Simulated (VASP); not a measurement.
# Ti36O72F (a cell with a defect) in VASP: single point with PBE

Aim: the single point of Ti36O72F (a cell with a defect) with PBE.

All numbers are computed with VASP 6.6.1; they aren't measurements. Logs are shortened: lines on timing, memory, paths and dates and some standing lists are left out, and cuts for length are marked.

**1. The cell of the first run**

The cell holds a defect, 109 atoms: a = 11.396 Å, b = 11.396 Å, c = 11.091 Å, α = 110.03°, β = 110.03°, γ = 90.00°.

**2. Single point, PBE**

File INCAR:

```
SYSTEM = Ti36O72F
PREC = Accurate ; ENCUT = 520
EDIFF = 1E-6 ; ISMEAR = 0
SIGMA = 0.01 ; LREAL = Auto
LASPH = .True. ; NELM = 120
ALGO = Normal ; ISIF = 2
LWAVE = .False. ; LCHARG = .True.
GGA = PE ; LELF = .True.
LVHAR = .True. ; NBANDS = 496
NELECT = 872.0 ; GGA_COMPAT = .False.
```

File KPOINTS:

```
regular mesh
0
Gamma
  1 1 1
  0 0 0
```

File POSCAR:

```
Ti36O72F
1.0
    0.0000000000    -11.3955101200      0.0000000000
   11.3955101200      0.0000000000      0.0000000000
   -3.7985033700      3.7985033700      9.7031425200
Ti O F
36 72 1
Direct
   -0.0022589541     -0.0111661500     -0.0073800755
    0.2316889655      0.0810062723      0.2513426027
    0.0004289336      0.0016449291      0.5024714668
    0.2505267391      0.0837367989      0.7524169395
    0.0010657872      0.3290376612      0.0016288123
    0.2517908582      0.4125393368      0.2514251351
[... 101 lines left out ...]
    0.9297515140      0.9263192824      0.7880256966
    0.1007620179      0.1928965347      0.3025882873
```

Potentials or basis: VASP PAW PBE potentials, release 64 (Ti_sv, O, F).

Command:

```console
$ cat potpaw_PBE.64/Ti_sv/POTCAR potpaw_PBE.64/O/POTCAR potpaw_PBE.64/F/POTCAR > POTCAR
$ mpirun -np 1 vasp_gam > vasp.out
```

OUTCAR:

```text
SYSTEM = Ti36O72F
   PREC = Accurate
   ENCUT = 520
   EDIFF = 1E-6
   ISMEAR = 0
   LREAL = Auto
   LASPH = .True.
   NELM = 120
   ISIF = 2
   GGA = PE
   NELECT = 872.0

 ion  position               nearest neighbor table
   1  0.998  0.989  0.993- 105 1.92  38 1.94  39 1.94  87 1.94 108 1.99  89 2.01
   2  0.232  0.081  0.251-  56 1.94  39 1.98  38 1.98  37 2.04  40 2.06 109 2.06  62 2.14
   3  0.000  0.002  0.502-  85 1.94  91 1.94  43 1.95 101 1.96 104 1.99  42 2.01
   4  0.251  0.084  0.752-  60 1.93  42 1.94  66 1.95  44 1.96  41 2.00  43 2.01
   5  0.001  0.329  0.002-  89 1.92  47 1.93  95 1.95  97 1.98  92 2.01  46 2.02
   6  0.252  0.413  0.251-  40 1.89  46 1.96  70 1.96  48 2.00  45 2.01  47 2.01
   7  0.000  0.333  0.500-  85 1.93  93 1.95  99 1.95  51 1.97  88 2.01  50 2.02
   8  0.250  0.419  0.751-  51 1.94  52 1.95  50 1.95  44 1.95  74 1.96  49 2.04
[... 15 lines left out ...]
  24  0.583  0.754  0.751-  84 1.91  82 1.93 106 1.96  76 1.97  83 2.02  81 2.02
  25  0.672  0.004  0.011-  86 1.90  81 1.94  63 1.95  65 1.96  87 1.97  84 2.11
  26  0.934  0.081  0.251- 104 1.94  87 1.98  38 1.99  85 2.04  88 2.06 109 2.08  86 2.12
  27  0.667  0.000  0.501-  77 1.94  91 1.94  67 1.94  61 1.96  80 2.00  90 2.01
  28  0.917  0.083  0.752-  90 1.94  92 1.94  42 1.95 108 1.96  89 1.98  91 2.01
  29  0.667  0.334  0.001-  65 1.94  71 1.94  95 1.95  73 1.96  68 1.99  94 1.99
  30  0.915  0.412  0.251-  88 1.89  94 1.95  46 1.96  96 2.00  93 2.00  95 2.00
  31  0.667  0.333  0.501-  61 1.93  99 1.95  75 1.95  69 1.95  98 2.00  64 2.03
  32  0.916  0.415  0.750- 100 1.91  50 1.94  92 1.94  98 1.95  99 2.00  97 2.03
  33  0.668  0.668  0.002- 103 1.94  73 1.94  81 1.96  79 1.96  76 2.00 102 2.00
  34  0.917  0.750  0.253-  96 1.93 102 1.95  54 1.95 104 1.97 101 1.99 103 2.02
  35  0.666  0.666  0.499-  69 1.94 107 1.95  77 1.95  83 1.95  72 1.99 106 2.00
  36  0.915  0.743  0.744- 106 1.94  58 1.94 100 1.95 105 1.95 108 1.96 107 2.00
  37  0.317  0.154  0.461-  19 1.93  15 1.94   2 2.04
  38  0.059  0.990  0.179-   1 1.94   2 1.98  26 1.99
  39  0.178  0.031  0.049-   1 1.94  13 1.98   2 1.98
  40  0.290  0.267  0.296-   6 1.89  19 2.00   2 2.06
  41  0.320  0.153  0.958-  17 1.95  13 1.96   4 2.00
  42  0.069  0.071  0.709-   4 1.94  28 1.95   3 2.01
[... 64 lines left out ...]
 107  0.846  0.677  0.538-  35 1.95  11 1.96  36 2.00
 108  0.930  0.926  0.788-  28 1.96  36 1.96   1 1.99
 109  0.101  0.193  0.303-   2 2.06  26 2.08

  LATTYP: Found a base centered monoclinic cell.
 ALAT       =    16.1156849619
 B/A-ratio  =     1.0000000000
 C/A-ratio  =     0.6882057812
 COS(beta)  =    -0.4843512539

  Lattice vectors:

 A1 = (   0.0000000000, -11.3955101200,   0.0000000000)
 A2 = (  11.3955101200,   0.0000000000,   0.0000000000)
 A3 = (  -3.7985033700,   3.7985033700,   9.7031425200)

Analysis of symmetry for initial positions (statically):
=====================================================================
 Subroutine PRICEL returns:
 Original cell was already a primitive cell.

 Routine SETGRP: Setting up the symmetry group for a
 base centered monoclinic supercell.

 Subroutine GETGRP returns: Found  1 space group operations
 (whereof  1 operations were pure point group operations)
 out of a pool of  4 trial point group operations.

The static configuration has the point symmetry C_1 .

Analysis of symmetry for dynamics (positions and initial velocities):
=====================================================================
 Subroutine PRICEL returns:
 Original cell was already a primitive cell.

 Routine SETGRP: Setting up the symmetry group for a
 base centered monoclinic supercell.

 Subroutine GETGRP returns: Found  1 space group operations
 (whereof  1 operations were pure point group operations)
 out of a pool of  4 trial point group operations.

The dynamic configuration has the point symmetry C_1 .

 Subroutine INISYM returns: Found  1 space group operations
 (whereof  1 operations are pure point group operations),
 and found     1 'primitive' translations

----------------------------------------------------------------------------------------

                                     Primitive cell

  volume of cell :    1260.0273

  direct lattice vectors                    reciprocal lattice vectors
     0.000000000-11.395510120  0.000000000     0.000000000 -0.087753860  0.034353132
    11.395510120  0.000000000  0.000000000     0.087753860  0.000000000  0.034353132
    -3.798503370  3.798503370  9.703142520     0.000000000  0.000000000  0.103059395

  length of vectors
    11.395510120 11.395510120 11.090907558     0.094238408  0.094238408  0.103059395

  position of ions in fractional coordinates (direct lattice)
     0.997741046  0.988833850  0.992619924
     0.231688965  0.081006272  0.251342603
     0.000428934  0.001644929  0.502471467
     0.250526739  0.083736799  0.752416940
     0.001065787  0.329037661  0.001628812
     0.251790858  0.412539337  0.251425135
[... 101 lines left out ...]
     0.929751514  0.926319282  0.788025697
     0.100762018  0.192896535  0.302588287

  ion indices of the primitive-cell ions
   primitive index   ion index
                 1           1
                 2           2
                 3           3
                 4           4
                 5           5
                 6           6
[... 101 lines left out ...]
               108         108
               109         109

----------------------------------------------------------------------------------------

 KPOINTS: regular mesh

Automatic generation of k-mesh.
 Grid dimensions read from file:
 generate k-points for:    1    1    1

 Generating k-lattice:

  Cartesian coordinates                     Fractional coordinates (reciprocal lattice)
     0.000000000 -0.087753860  0.034353132     1.000000000  0.000000000  0.000000000
     0.087753860  0.000000000  0.034353132     0.000000000  1.000000000  0.000000000
     0.000000000  0.000000000  0.103059395     0.000000000  0.000000000  1.000000000

  Length of vectors
   k-points           NKPTS =      1   k-points in BZ     NKDIM =      1   number of bands    NBANDS=    496
   number of dos      NEDOS =    301   number of ions     NIONS =    109
   total plane-waves  NPLWV = 680400
   dimension x,y,z NGX =    90 NGY =   90 NGZ =   84
   dimension x,y,z NGXF=   180 NGYF=  180 NGZF=  168
   ions per type =              36  72   1
   NGX,Y,Z   is equivalent  to a cutoff of  13.13, 13.13, 12.59 a.u.
   NGXF,Y,Z  is equivalent  to a cutoff of  26.26, 26.26, 25.18 a.u.
 SYSTEM =  Ti36O72F
   PREC   = accura    normal or accurate (medium, high low for compatibility)
   ISTART =      0    job   : 0-new  1-cont  2-samecut
   ICHARG =      2    charge: 1-file 2-atom 10-const
   ISPIN  =      1    spin polarized calculation?
   LNONCOLLINEAR =      F non collinear calculations
   LSORBIT =      F    spin-orbit coupling
   LASPH  =      T    aspherical Exc in radial PAW
   ENCUT  =  520.0 eV  38.22 Ry    6.18 a.u.  21.19 21.19 20.62*2*pi/ulx,y,z
   NELM   =    120;   NELMIN=  2; NELMDL= -5     # of ELM steps
   EDIFF  = 0.1E-05   stopping-criterion for ELM
   LREAL  =      T    real-space projection
   EDIFFG = 0.1E-04   stopping-criterion for IOM
   NSW    =      0    number of steps for IOM
   IBRION =     -1    ionic relax: 0-MD 1-quasi-New 2-CG
   NFREE  =      0    steps in history (QN), initial steepest desc. (CG)
   ISIF   =      2    stress and relaxation
   ISYM   =      2    0-nonsym 1-usesym 2-fastsym
   POTIM  = 0.5000    time-step for ionic-motion
   TEBEG  =    0.0;   TEEND  =   0.0 temperature during run
   PSTRESS=    0.0 pullay stress
   NELECT =     872.0000    total number of electrons
   NUPDOWN=      -1.0000    fix difference up-down
   EMIN   =  10.00;   EMAX   =-10.00  energy-range for DOS
   EFERMI =   0.00;   METHOD = LEGACY
   ISMEAR =     0;   SIGMA  =   0.01  broadening in eV -4-tet -1-fermi 0-gaus
   EFERMI_NEDOS =   21; number of points for ismear=-14 and -15
   IALGO  =     38    algorithm
   IMIX   =      4    mixing-type and parameters
     AMIX     =   0.40;   BMIX     =  1.00
     AMIX_MAG =   1.60;   BMIX_MAG =  1.00
  volume/ion in A,a.u.               =      11.56        78.01
  Fermi-wavevector in a.u.,A,eV,Ry     =   1.448062  2.736439 28.529813  2.096882
  Thomas-Fermi vector in A             =   2.565945
   LORBIT       =      0    0 simple, 1 ext, 2 COOP (PROOUT), +10 PAW based schemes
   GGA     = PE    functional components
   LHFCALC =     F    Hartree Fock is set to
   AEXX    =    0.0000 exact exchange contribution
   IVDW    =     0    specifies the selected vdW correction
   LEPSILON=     F    determine dielectric tensor
   LRPA    =     F    only Hartree local field effects (RPA)
 non-spin polarized calculation
 Gauss-broadening in eV      SIGMA  =   0.01
  energy-cutoff  :      520.00
  volume of cell :     1260.03
 maximum number of plane-waves:     16944
 NGX is ok and might be reduce to    90
   NGX = 43   NGY = 43   NGZ = 41

 number of electron     871.9999960 magnetization

 Free energy of the ion-electron system (eV)
  ---------------------------------------------------
  ext. energy  EPLUGINS =         0.00000000
  ---------------------------------------------------
  free energy    TOTEN  =      -967.22377692 eV

  energy without entropy =     -967.22377692  energy(sigma->0) =     -967.22377692

 E-fermi :   3.2853     XC(G=0): -10.6519

 val. band max:        3.1645268587   @ k =   0.0000   0.0000   0.0000
 cond. band min:       5.3978304149   @ k =   0.0000   0.0000   0.0000
 fundamental gap:      2.2333035561
 Fermi energy:         3.2853005566

 k-point     1 :       0.0000    0.0000    0.0000
  band No.  band energies     occupation
      1     -53.3763      2.00000
      2     -53.3710      2.00000
      3     -53.2705      2.00000
      4     -53.2548      2.00000
      5     -53.2520      2.00000
      6     -53.2476      2.00000
[... 440 lines left out ...]
    447       6.2170      0.00000
    448       6.2324      0.00000
 [bands above 448 left out]

------------------------ aborting loop because EDIFF is reached ----------------------------------------

  FORCE on cell =-STRESS in cart. coord.  units (eV):
  Direction    XX          YY          ZZ          XY          YZ          ZX
  --------------------------------------------------------------------------------------
  -------------------------------------------------------------------------------------
  Total       11.2229737      8.7592106     20.5376704     -0.2016020      0.3528584     -0.3171356
  in kB       14.2704798     11.1377022     26.1145057     -0.2563453      0.4486742     -0.4032512
  external PRESSURE =      17.1742292 kB  Pullay stress =       0.0000000 kB

 VOLUME and BASIS-vectors are now :
 -----------------------------------------------------------------------------
  energy-cutoff  :      520.00
  volume of cell :     1260.03
      direct lattice vectors                 reciprocal lattice vectors
     0.000000000-11.395510120  0.000000000     0.000000000 -0.087753860  0.034353132
    11.395510120  0.000000000  0.000000000     0.087753860  0.000000000  0.034353132
    -3.798503370  3.798503370  9.703142520     0.000000000  0.000000000  0.103059395

 POSITION                                       TOTAL-FORCE (eV/Angst)
 -----------------------------------------------------------------------------------
      7.49780     -7.59930      9.63153         0.005453     -0.007843     -0.045019
     -0.03162     -1.68549      2.43881         0.001410     -0.060332     -0.000296
     -1.88989      1.90375      4.87555        -0.013954      0.002801      0.000940
     -1.90383      0.00318      7.30081        -0.006653      0.001589     -0.000292
      3.74336     -0.00596      0.01580         0.025237      0.011920     -0.008257
      3.74606     -1.91425      2.43961         0.038780      0.015033     -0.005564
[... 101 lines left out ...]
      7.56256     -7.60167      7.64633         0.004647     -0.001832     -0.012854
      1.04877      0.00115      2.93606         0.055638      0.002693      0.025966
 -----------------------------------------------------------------------------------
    total drift:                                0.023835      0.042975      0.002575

  FREE ENERGIE OF THE ION-ELECTRON SYSTEM (eV)
  ---------------------------------------------------
  free  energy   TOTEN  =      -967.2237769169 eV

  energy  without entropy=     -967.2237769169  energy(sigma->0) =     -967.22377692
```

It took 33 min on 1 thread of Intel Xeon Platinum 8259CL at 2.50GHz (Skylake/Cascade Lake), shared host; peak memory 1.3 GiB.

What came out:

* Free energy: -967.2238 eV
* Largest force: 0.069 eV/Å

Forces on the atoms (eV/Å):
```
Ti   0.005 -0.008 -0.045
Ti   0.001 -0.060  0.000
Ti  -0.014  0.003  0.001
Ti  -0.007  0.002  0.000
Ti   0.025  0.012 -0.008
Ti   0.039  0.015 -0.006
Ti   0.013  0.006 -0.011
Ti   0.017  0.011  0.022
Ti   0.015  0.010  0.002
Ti   0.007 -0.004 -0.022
Ti   0.003  0.001  0.002
Ti  -0.008 -0.006 -0.008
Ti  -0.008  0.009 -0.041
Ti  -0.005 -0.009  0.007
Ti  -0.026  0.006 -0.002
Ti   0.003 -0.010 -0.006
Ti  -0.001  0.000  0.007
Ti   0.016 -0.006  0.004
Ti   0.013  0.006  0.003
Ti   0.010 -0.010  0.015
Ti   0.011 -0.002  0.004
Ti   0.008  0.000  0.007
Ti   0.003  0.001  0.016
Ti  -0.012 -0.011 -0.005
Ti  -0.004 -0.011 -0.042
Ti  -0.014  0.068 -0.004
Ti  -0.005 -0.002 -0.004
Ti  -0.005  0.001  0.001
Ti   0.005 -0.014  0.001
Ti   0.049  0.002 -0.002
Ti   0.011 -0.008  0.001
Ti  -0.008  0.006  0.015
Ti   0.002  0.001  0.001
Ti  -0.001 -0.003 -0.010
Ti  -0.003 -0.002  0.010
Ti   0.004  0.001 -0.017
O   -0.002  0.002  0.019
O   -0.047 -0.004  0.035
O    0.014 -0.014 -0.029
O   -0.041 -0.020 -0.020
O   -0.001 -0.002  0.023
O    0.000 -0.005  0.021
O    0.004 -0.001 -0.021
O   -0.002  0.000 -0.020
O   -0.003 -0.001  0.021
O    0.000 -0.010  0.017
O    0.002 -0.010 -0.015
O   -0.024  0.000 -0.027
O   -0.009  0.001  0.016
O   -0.002 -0.011  0.021
O   -0.004 -0.010 -0.028
O   -0.004  0.001 -0.022
O    0.015 -0.002  0.028
O   -0.002  0.000  0.017
O    0.001 -0.010 -0.012
O   -0.002 -0.011 -0.018
O   -0.001  0.002  0.021
O    0.002 -0.006  0.018
O    0.002 -0.002 -0.017
O    0.012  0.000 -0.003
O   -0.003  0.001  0.017
O   -0.005  0.037  0.044
O    0.006  0.005 -0.025
O   -0.004 -0.002 -0.014
O    0.000  0.001  0.022
O   -0.002  0.006  0.020
O   -0.005  0.008 -0.016
O   -0.002  0.000 -0.020
O   -0.012  0.001  0.018
O    0.003  0.009  0.016
O   -0.001  0.004 -0.021
O   -0.008  0.000 -0.021
O   -0.009  0.000  0.019
O   -0.002  0.014  0.011
O    0.000  0.003 -0.015
O   -0.004  0.001 -0.022
O    0.004  0.002  0.021
O   -0.001  0.005  0.018
O    0.002  0.001 -0.020
O    0.013 -0.001 -0.017
O    0.003 -0.002  0.017
O   -0.001  0.007  0.015
O   -0.001  0.002 -0.019
O    0.015 -0.001  0.001
O   -0.006 -0.003  0.020
O   -0.004 -0.028  0.051
O    0.011  0.016 -0.028
O   -0.050  0.015 -0.023
O   -0.027 -0.002  0.027
O    0.001  0.006  0.017
O   -0.004 -0.002 -0.017
O    0.004 -0.001 -0.020
O   -0.006 -0.001  0.023
O    0.003 -0.006  0.019
O   -0.002  0.003 -0.020
O   -0.023 -0.002 -0.027
O   -0.021  0.001  0.017
O   -0.002  0.000  0.013
O    0.001  0.010 -0.020
O    0.003 -0.001 -0.019
O    0.014  0.000  0.027
O   -0.002 -0.001  0.021
O   -0.001  0.002 -0.017
O    0.010  0.013 -0.024
O    0.003 -0.002  0.031
O    0.001  0.004  0.020
O    0.001 -0.002 -0.026
O    0.005 -0.002 -0.013
F    0.056  0.003  0.026
```

Levels at points of the mesh, in eV from the Fermi level:
| k point | band 434 | band 435 | band 436 | band 437 | band 438 | band 439 |
| --- | --- | --- | --- | --- | --- | --- |
| (0.00, 0.00, 0.00) | -0.15 | -0.14 | -0.12 | 2.11 | 2.37 | 2.46 |

Caveat: the k points lie up to 0.65 Å⁻¹ apart; the cell carries a net charge on a neutralising background, which shifts energy and pressure; the cell is charged against a uniform background, so pressure and absolute levels hang on convention.
